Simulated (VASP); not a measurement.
A run of VASP 6.6.1 is set up as follows.

INCAR

```
  PREC = Accurate
  ENCUT = 520
  EDIFF = 1E-7
  ISMEAR = 0
  SIGMA = 0.05
  LREAL = False
  LASPH = True
  NELM = 80
  ALGO = Normal
  ISIF = 2
  LWAVE = False
  LCHARG = True
  GGA = PS
  LELF = True
  LVHAR = True
  NBANDS = 26
```

KPOINTS

```
regular mesh
0
Gamma
  8 8 6
```

File POSCAR:

```
ZnSe
1.0
    4.2058644041      0.0000000000      0.0000000000
    0.0000000000      4.2058644041      0.0000000000
    0.0000000000      0.0000000000      5.7754702926
Zn Se
2 2
Direct
    0.0000000000      0.0000000000      0.0000000000
    0.5000000000      0.5000000000      0.0000000000
    0.0000000000      0.5000000000      0.3043429689
    0.5000000000      0.0000000000      0.6956570311
```

Potentials or basis: VASP PAW PBE potentials, release 64 (Zn, Se).

Command:

```bash
$ cat potpaw_PBE.64/Zn/POTCAR potpaw_PBE.64/Se/POTCAR > POTCAR
$ mpirun -np 1 vasp_std > vasp.out
```

Q: What does it give for the band gap on the k mesh?

A: 0.79 eV, direct.

Q: Estimate the largest force.

A: 2.305 eV/Å.

Q: Estimate the pressure.

A: -9.8 GPa.

Forces in eV/Å, atoms in the order of the input:
```
Zn   0.000  0.000  0.000
Zn   0.000  0.000  0.000
Se   0.000  0.000 -2.305
Se   0.000  0.000  2.305
```

Caveat: the PAW data sets were made with another functional, which shifts forces and pressure a little. A k mesh can miss the band edges.
